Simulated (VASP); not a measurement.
Write the native input for VASP 6.6.1 that does the following.

| Item | Value |
| --- | --- |
| Task | single point |
| Functional | r2SCAN |
| Potentials or basis | VASP PAW PBE potentials, release 64 (Ti_sv) |
| Cutoff | 520 eV |
| k mesh | 20 × 20 × 20 |
| Occupations | gaussian, width 0.15 eV |
| Spin | no spin polarisation |
| Dipole correction | no |
| Further INCAR settings | ALGO = Normal; EDIFF = 1e-06; NBANDS = 12 |

The system is Ti.

```
Ti
1.0
     0.00000    2.03000    2.13150
     2.03000    0.00000    2.13150
     2.03000    2.03000    0.00000
Ti
1
Direct
  0.00000 0.00000 0.00000
```

This cell differs from its parent crystal: strain +0.000 along x and y, +0.050 along z.

One way to write it, as run:

POSCAR

```
Ti
1.0
    0.0000000000      2.0300000000      2.1315000000
    2.0300000000      0.0000000000      2.1315000000
    2.0300000000      2.0300000000      0.0000000000
Ti
1
Direct
    0.0000000000      0.0000000000      0.0000000000
```

INCAR.step1

```
PREC = Accurate
ENCUT = 520
ISMEAR = 0
SIGMA = 0.15
LREAL = False
LASPH = True
NELM = 80
NBANDS = 12
GGA = PE
ALGO = Normal
EDIFF = 1E-4
LWAVE = True
LCHARG = False
```

INCAR.step2

```
PREC = Accurate
ENCUT = 520
EDIFF = 1E-6
ISMEAR = 0
SIGMA = 0.15
LREAL = False
LASPH = True
NELM = 80
ALGO = Normal
ISIF = 2
LWAVE = False
LCHARG = False
METAGGA = R2SCAN
LMIXTAU = True
NBANDS = 12
ISTART = 1
```

KPOINTS

```
regular mesh
0
Gamma
  20 20 20
```

Potentials or basis: VASP PAW PBE potentials, release 64 (Ti_sv).

The run is started by

```sh
$ cat potpaw_PBE.64/Ti_sv/POTCAR > POTCAR
$ cp INCAR.step1 INCAR
$ mpirun -np 1 vasp_std > vasp.out
$ cp INCAR.step2 INCAR
$ mpirun -np 1 vasp_std > vasp.out
```

It gave:

The pressure is -0.9 GPa and the band gap on the k mesh is zero (bands 6 and 7 overlap by 1.41 eV).

Caveat: the cell differs from its parent crystal (strain +0.000 along x and y, +0.050 along z); the PAW data sets were made with another functional, which shifts forces and pressure a little.

Wall time 4.3 min on 1 thread of Intel(R) Xeon(R) Platinum 8488C (Sapphire Rapids), on a shared host, peak memory 0.25 GiB.
